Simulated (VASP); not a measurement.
# W: single point with r2SCAN

W, a slab with vacuum:

```
W
1.0
     3.16844    0.00000    0.00000
     0.00000    3.16844    0.00000
     0.00000    0.00000   27.67376
W
9
Direct
  0.50000 0.50000 0.27101
  0.00000 0.00000 0.32826
  0.50000 0.50000 0.38551
  0.00000 0.00000 0.44275
  0.50000 0.50000 0.50000
  0.00000 0.00000 0.55725
  0.50000 0.50000 0.61449
  0.00000 0.00000 0.67174
  0.50000 0.50000 0.72899
```

```json
{"Program": "VASP 6.6.1", "Task": "single point", "Functional": "r2SCAN", "Potentials or basis": "VASP PAW PBE potentials, release 64 (W_sv)", "Cutoff": "520 eV", "k mesh": "11 × 11 × 1", "Occupations": "gaussian, width 0.1 eV", "Spin": "no spin polarisation"}
```

```
Largest force          : 1.873 eV/Å
Band gap on the k mesh : zero (bands 63 and 64 overlap by 2.00 eV)
```

Forces on the atoms (eV/Å):
```
W    0.000  0.000  1.873
W    0.000  0.000 -1.861
W    0.000  0.000 -0.040
W    0.000  0.000  0.033
W    0.000  0.000  0.000
W    0.000  0.000 -0.033
W    0.000  0.000  0.040
W    0.000  0.000  1.861
W    0.000  0.000 -1.873
```

Levels at points of the mesh, in eV from the Fermi level:
```csv
k point,band 61,band 62,band 63,band 64,band 65,band 66
"(0.00, 0.00, 0.00)",-0.60,-0.17,-0.16,-0.06,-0.06,0.04
```

Run time: 83 min on 1 thread of Oxide Virtual Turin-like Processor (shared host), peak memory 0.51 GiB.

Caveat: the PAW data sets were made with another functional, which shifts forces and pressure a little; spin-orbit coupling is left out, which moves the levels of the heavy elements.
